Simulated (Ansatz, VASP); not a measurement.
# One calculation of Mo, two programs

```
Mo
1.0
    -1.59083    1.59083    1.59083
     1.59083   -1.59083    1.59083
     1.59083    1.59083   -1.59083
Mo
1
Direct
  0.00000 0.00000 0.00000
```

Alike in both runs: task single point; functional r2SCAN; k mesh 18 × 18 × 18; occupations gaussian, width 0.1 eV; no spin polarisation.

|  | VASP | Ansatz |
| --- | --- | --- |
| version | VASP 6.6.1 | Ansatz 0.2.0 |
| potentials or method | VASP PAW PBE potentials, release 64 (Mo_sv), cutoff 520 eV | scalar-relativistic, plane waves, PAW |
| valence electrons in the cell | 14 | 14 |

|  | VASP | Ansatz | Ansatz less VASP |
| --- | --- | --- | --- |
| gap on the k mesh at the Fermi level (eV) | none | none | - |
| pressure (GPa) | -6.5 | -7.5 | -0.99 |

VASP's potentials were made for PBE, not for r2SCAN. A gap of «none» marks a metal or a gap that the smearing closes.
